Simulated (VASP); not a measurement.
# Au (I4/mmm) in VASP: further runs

Au is run at these levels: r2SCAN; tasks: single point.

All numbers are computed with VASP 6.6.1; they aren't measurements. Logs are shortened: lines on timing, memory, paths and dates and some standing lists are left out, and cuts for length are marked.

## 1. The cell of the first run

It takes space group I4/mmm (No. 139, tetragonal). The conventional cell has a = 3.580 Å, b = 3.580 Å, c = 3.182 Å, α = 90.00°, β = 90.00°, γ = 90.00°. Within 3.9 Å of Au (site symmetry 4/mmm) lie 14 Au at 2.99 to 3.58 Å.

## 2. Single point, r2SCAN (strain +0.080 along x and y, -0.040 along z)

POSCAR reads:

```
Au
1.0
   -1.7898505200      1.7898505200      1.5909782400
    1.7898505200     -1.7898505200      1.5909782400
    1.7898505200      1.7898505200     -1.5909782400
Au
1
Direct
    0.0000000000      0.0000000000      0.0000000000
```

INCAR.step1 reads:

```
PREC = Accurate
ENCUT = 520
ISMEAR = 0
SIGMA = 0.15
LREAL = F
LASPH = T
NELM = 100
NBANDS = 12
GGA = PE
ALGO = Normal
EDIFF = 1E-4
LWAVE = T
LCHARG = F
```

INCAR.step2 reads:

```
PREC = Accurate
ENCUT = 520
EDIFF = 1E-7
ISMEAR = 0
SIGMA = 0.15
LREAL = F
LASPH = T
NELM = 100
ALGO = Normal
ISIF = 2
LWAVE = F
LCHARG = T
METAGGA = R2SCAN
LMIXTAU = T
LELF = T
LVHAR = T
NBANDS = 12
ISTART = 1
```

KPOINTS reads:

```
regular mesh
0
Gamma
  24 24 24
```

Potentials or basis: VASP PAW PBE potentials, release 64 (Au).

Command:

```console
$ cat potpaw_PBE.64/Au/POTCAR > POTCAR
$ cp INCAR.step1 INCAR
$ mpirun -np 1 vasp_std > vasp.out
$ cp INCAR.step2 INCAR
$ mpirun -np 1 vasp_std > vasp.out
```

OUTCAR:

```text
PREC = Accurate
   ENCUT = 520
   EDIFF = 1E-7
   ISMEAR = 0
   LREAL = F
   LASPH = T
   NELM = 100
   ISIF = 2
   METAGGA = R2SCAN
   ISTART = 1

 ion  position               nearest neighbor table
   1  0.000  0.000  0.000-

  LATTYP: Found a body centered tetragonal cell.
 ALAT       =     3.5797010400
 C/A-ratio  =     0.8888888889

  Lattice vectors:

 A1 = (  -1.7898505200,   1.7898505200,   1.5909782400)
 A2 = (   1.7898505200,  -1.7898505200,   1.5909782400)
 A3 = (   1.7898505200,   1.7898505200,  -1.5909782400)

Analysis of symmetry for initial positions (statically):
=====================================================================
 Subroutine PRICEL returns:
 Original cell was already a primitive cell.

 Routine SETGRP: Setting up the symmetry group for a
 body centered tetragonal supercell.

 Subroutine GETGRP returns: Found 16 space group operations
 (whereof 16 operations were pure point group operations)
 out of a pool of 16 trial point group operations.

The static configuration has the point symmetry D_4h.

Analysis of symmetry for dynamics (positions and initial velocities):
=====================================================================
 Subroutine PRICEL returns:
 Original cell was already a primitive cell.

 Routine SETGRP: Setting up the symmetry group for a
 body centered tetragonal supercell.

 Subroutine GETGRP returns: Found 16 space group operations
 (whereof 16 operations were pure point group operations)
 out of a pool of 16 trial point group operations.

The dynamic configuration has the point symmetry D_4h.

 Subroutine INISYM returns: Found 16 space group operations
 (whereof 16 operations are pure point group operations),
 and found     1 'primitive' translations

----------------------------------------------------------------------------------------

                                     Primitive cell

  volume of cell :      20.3872

  direct lattice vectors                    reciprocal lattice vectors
    -1.789850520  1.789850520  1.590978240     0.000000000  0.279352937  0.314272054
     1.789850520 -1.789850520  1.590978240     0.279352937  0.000000000  0.314272054
     1.789850520  1.789850520 -1.590978240     0.279352937  0.279352937  0.000000000

  length of vectors
     2.989705927  2.989705927  2.989705927     0.420481852  0.420481852  0.395064713

  position of ions in fractional coordinates (direct lattice)
     0.000000000  0.000000000  0.000000000

  ion indices of the primitive-cell ions
   primitive index   ion index
                 1           1

----------------------------------------------------------------------------------------

 KPOINTS: regular mesh

Automatic generation of k-mesh.
 Grid dimensions read from file:
 generate k-points for:   24   24   24

 Generating k-lattice:

  Cartesian coordinates                     Fractional coordinates (reciprocal lattice)
     0.000000000  0.011639706  0.013094669     0.041666667 -0.000000000  0.000000000
     0.011639706  0.000000000  0.013094669    -0.000000000  0.041666667  0.000000000
     0.011639706  0.011639706  0.000000000     0.000000000  0.000000000  0.041666667

  Length of vectors
     0.017520077  0.017520077  0.016461030

  Shift w.r.t. Gamma in fractional coordinates (k-lattice)
     0.000000000  0.000000000  0.000000000

 Subroutine IBZKPT returns following result:
 ===========================================

 Found   1063 irreducible k-points:

 Following reciprocal coordinates:
            Coordinates               Weight
  0.000000  0.000000  0.000000      1.000000
  0.041667  0.000000 -0.000000      8.000000
  0.083333  0.000000 -0.000000      8.000000
  0.125000  0.000000  0.000000      8.000000
  0.166667  0.000000 -0.000000      8.000000
  0.208333  0.000000 -0.000000      8.000000
[... 16 lines left out ...]
  0.416667  0.041667 -0.000000     16.000000
  0.458333  0.041667  0.000000     16.000000
 [... further k-points ...]
   k-points           NKPTS =   1063   k-points in BZ     NKDIM =   1063   number of bands    NBANDS=     12
   number of dos      NEDOS =    301   number of ions     NIONS =      1
   total plane-waves  NPLWV =  13824
   dimension x,y,z NGX =    24 NGY =   24 NGZ =   24
   dimension x,y,z NGXF=    48 NGYF=   48 NGZF=   48
   ions per type =               1
   NGX,Y,Z   is equivalent  to a cutoff of  13.35, 13.35, 13.35 a.u.
   NGXF,Y,Z  is equivalent  to a cutoff of  26.69, 26.69, 26.69 a.u.
 SYSTEM =  unknown system
   PREC   = accura    normal or accurate (medium, high low for compatibility)
   ISTART =      1    job   : 0-new  1-cont  2-samecut
   ICHARG =      0    charge: 1-file 2-atom 10-const
   ISPIN  =      1    spin polarized calculation?
   LNONCOLLINEAR =      F non collinear calculations
   LSORBIT =      F    spin-orbit coupling
   LASPH  =      T    aspherical Exc in radial PAW
   ENCUT  =  520.0 eV  38.22 Ry    6.18 a.u.   5.56  5.56  5.56*2*pi/ulx,y,z
   NELM   =    100;   NELMIN=  2; NELMDL=  0     # of ELM steps
   EDIFF  = 0.1E-06   stopping-criterion for ELM
   LREAL  =      F    real-space projection
   EDIFFG = 0.1E-05   stopping-criterion for IOM
   NSW    =      0    number of steps for IOM
   IBRION =     -1    ionic relax: 0-MD 1-quasi-New 2-CG
   NFREE  =      0    steps in history (QN), initial steepest desc. (CG)
   ISIF   =      2    stress and relaxation
   ISYM   =      2    0-nonsym 1-usesym 2-fastsym
   POTIM  = 0.5000    time-step for ionic-motion
   TEBEG  =    0.0;   TEEND  =   0.0 temperature during run
   PSTRESS=    0.0 pullay stress
   NELECT =      11.0000    total number of electrons
   NUPDOWN=      -1.0000    fix difference up-down
   EMIN   =  10.00;   EMAX   =-10.00  energy-range for DOS
   EFERMI =   0.00;   METHOD = LEGACY
   ISMEAR =     0;   SIGMA  =   0.15  broadening in eV -4-tet -1-fermi 0-gaus
   EFERMI_NEDOS =   21; number of points for ismear=-14 and -15
   IALGO  =     38    algorithm
   IMIX   =      4    mixing-type and parameters
     AMIX     =   0.40;   BMIX     =  1.00
     AMIX_MAG =   1.60;   BMIX_MAG =  1.00
  volume/ion in A,a.u.               =      20.39       137.58
  Fermi-wavevector in a.u.,A,eV,Ry     =   1.332764  2.518558 24.167470  1.776259
  Thomas-Fermi vector in A             =   2.461674
   LORBIT       =      0    0 simple, 1 ext, 2 COOP (PROOUT), +10 PAW based schemes
   METAGGA = R2SCAN    functional components
   LHFCALC =     F    Hartree Fock is set to
   AEXX    =    0.0000 exact exchange contribution
   IVDW    =     0    specifies the selected vdW correction
   LEPSILON=     F    determine dielectric tensor
   LRPA    =     F    only Hartree local field effects (RPA)
 non-spin polarized calculation
 Gauss-broadening in eV      SIGMA  =   0.15
  energy-cutoff  :      520.00
  volume of cell :       20.39
 maximum number of plane-waves:       568
   NGX = 11   NGY = 11   NGZ = 11

 number of electron      11.0000001 magnetization

 Free energy of the ion-electron system (eV)
  ---------------------------------------------------
  ext. energy  EPLUGINS =         0.00000000
  ---------------------------------------------------
  free energy    TOTEN  =       -50.43975856 eV

  energy without entropy =      -50.43549822  energy(sigma->0) =      -50.43762839

 E-fermi :   6.6810     XC(G=0): -12.3838

 val. band max:        6.6797633315   @ k =   0.5000   0.2500   0.0417
 cond. band min:       6.6848587557   @ k =   0.2083   0.1667   0.1250
 fundamental gap:      0.0050954242
 Fermi energy:         6.6809750053

 k-point     1 :       0.0000    0.0000    0.0000
  band No.  band energies     occupation
      1      -1.6310      2.00000
      2       2.0486      2.00000
      3       2.6736      2.00000
      4       2.6736      2.00000
      5       3.4121      2.00000
      6       4.1427      2.00000
      7      23.0218      0.00000
      8      23.0218      0.00000
      9      25.3652      0.00000
     10      28.0585      0.00000
     11      28.0585      0.00000
     12      30.1452      0.00000

 k-point     2 :       0.0417    0.0000   -0.0000
  band No.  band energies     occupation
      1      -1.5712      2.00000
      2       2.0625      2.00000
      3       2.6709      2.00000
      4       2.6771      2.00000
      5       3.4197      2.00000
      6       4.1261      2.00000
      7      23.0284      0.00000
      8      23.0764      0.00000
      9      25.2481      0.00000
     10      27.5902      0.00000
     11      27.8540      0.00000
     12      29.6813      0.00000

 k-point     3 :       0.0833    0.0000   -0.0000
  band No.  band energies     occupation
      1      -1.3937      2.00000
      2       2.0902      2.00000
      3       2.6604      2.00000
      4       2.7025      2.00000
      5       3.4455      2.00000
      6       4.0804      2.00000
      7      23.0243      0.00000
      8      23.2311      0.00000
      9      24.7610      0.00000
     10      26.8590      0.00000
     11      27.2969      0.00000
     12      28.5695      0.00000

 k-point     4 :       0.1250    0.0000    0.0000
  band No.  band energies     occupation
      1      -1.1060      2.00000
      2       2.0948      2.00000
      3       2.6395      2.00000
      4       2.7876      2.00000
      5       3.4955      2.00000
      6       4.0168      2.00000
      7      22.9343      0.00000
      8      23.4508      0.00000
      9      23.7047      0.00000
     10      26.2908      0.00000
     11      26.5206      0.00000
     12      27.6849      0.00000

 k-point     5 :       0.1667    0.0000   -0.0000
  band No.  band energies     occupation
      1      -0.7240      2.00000
      2       2.0499      2.00000
      3       2.6154      2.00000
      4       2.9602      2.00000
      5       3.5744      2.00000
      6       3.9489      2.00000
      7      22.2078      0.00000
      8      22.6464      0.00000
      9      23.6298      0.00000
     10      25.7194      0.00000
     11      25.7199      0.00000
     12      27.5401      0.00000
[... 228 lines left out ...]
      1       0.7342      2.00000
      2       1.5939      2.00000
      3       3.5925      2.00000
      4       3.9604      2.00000
      5       4.2561      2.00000
      6       4.6092      2.00000
      7      14.1250      0.00000
      8      19.7693      0.00000
      9      20.3719      0.00000
     10      25.6839      0.00000
     11      26.3442      0.00000
     12      29.1813      0.00000

 k-point    22 :       0.3750    0.0417   -0.0000
  band No.  band energies     occupation
      1       0.7402      2.00000
      2       1.5142      2.00000
      3       3.6577      2.00000
      4       4.2732      2.00000
      5       4.4983      2.00000
      6       5.3312      2.00000
      7      12.4772      0.00000
      8      19.3112      0.00000
      9      19.7119      0.00000
     10      25.8065      0.00000
     11      26.6584      0.00000
     12      29.2892      0.00000

 k-point    23 :       0.4167    0.0417   -0.0000
  band No.  band energies     occupation
      1       0.7195      2.00000
      2       1.4592      2.00000
      3       3.6771      2.00000
      4       4.3565      2.00000
      5       4.7688      2.00000
      6       6.3005      1.99967
      7      10.9827      0.00000
      8      18.9763      0.00000
      9      19.2569      0.00000
     10      25.9233      0.00000
     11      26.8730      0.00000
     12      29.2991      0.00000

 k-point    24 :       0.4583    0.0417    0.0000
  band No.  band energies     occupation
      1       0.7034      2.00000
      2       1.4321      2.00000
      3       3.6943      2.00000
      4       4.3746      2.00000
      5       4.9078      2.00000
      6       7.1843      0.00000
      7       9.8660      0.00000
      8      18.7696      0.00000
      9      19.0495      0.00000
     10      25.9991      0.00000
     11      26.9820      0.00000
     12      29.3410      0.00000

 [... further k-points ...]
[... 5 lines left out ...]
  --------------------------------------------------------------------------------------
  -------------------------------------------------------------------------------------
  Total       -1.7364530     -1.7364530     -1.9283250      0.0000000      0.0000000      0.0000000
  in kB     -136.4632971   -136.4632971   -151.5420162      0.0000000      0.0000000      0.0000000
  external PRESSURE =    -141.4895368 kB  Pullay stress =       0.0000000 kB

 VOLUME and BASIS-vectors are now :
 -----------------------------------------------------------------------------
  energy-cutoff  :      520.00
  volume of cell :       20.39
      direct lattice vectors                 reciprocal lattice vectors
    -1.789850520  1.789850520  1.590978240     0.000000000  0.279352937  0.314272054
     1.789850520 -1.789850520  1.590978240     0.279352937  0.000000000  0.314272054
     1.789850520  1.789850520 -1.590978240     0.279352937  0.279352937  0.000000000

 POSITION                                       TOTAL-FORCE (eV/Angst)
 -----------------------------------------------------------------------------------
      0.00000      0.00000      0.00000        -0.000000      0.000000      0.000000
 -----------------------------------------------------------------------------------
    total drift:                               -0.000000      0.000000      0.000000

  FREE ENERGIE OF THE ION-ELECTRON SYSTEM (eV)
  ---------------------------------------------------
  free  energy   TOTEN  =       -50.4397585597 eV

  energy  without entropy=      -50.4354982189  energy(sigma->0) =      -50.43762839
```

It took 7 min on 1 thread of Intel Xeon Platinum 8488C (Sapphire Rapids), shared host; peak memory 0.36 GiB.

Results:

* Free energy: -50.4398 eV
* Pressure: -14.1 GPa

Stress tensor (GPa, compression positive):
```
-13.65   0.00   0.00
  0.00 -13.65   0.00
  0.00   0.00 -15.15
```

Levels at points of the mesh, in eV from the Fermi level:
| k point | band 2 | band 3 | band 4 | band 5 | band 6 | band 7 | band 8 | band 9 | band 10 | band 11 |
| --- | --- | --- | --- | --- | --- | --- | --- | --- | --- | --- |
| (0.00, 0.00, 0.00) | -4.63 | -4.01 | -4.01 | -3.27 | -2.54 | 16.34 | 16.34 | 18.68 | 21.38 | 21.38 |
| (0.50, 0.00, 0.00) | -5.26 | -2.97 | -2.28 | -1.67 | 0.48 | 3.03 | 12.22 | 12.42 | 19.14 | 20.25 |
| (0.50, 0.50, 0.00) | -4.60 | -3.45 | -2.89 | -1.74 | -0.12 | 2.10 | 14.11 | 14.99 | 21.19 | 21.97 |
| (0.50, 0.50, 0.50) | -5.67 | -1.99 | -1.99 | -1.79 | 5.39 | 5.39 | 7.55 | 8.70 | 13.78 | 16.42 |

Caveat: the cell differs from its parent crystal (strain +0.080 along x and y, -0.040 along z); the PAW data sets were made with another functional, which shifts forces and pressure a little; spin-orbit coupling is left out, which moves the levels of the heavy elements.

(Part 1 of 2 ends here.)
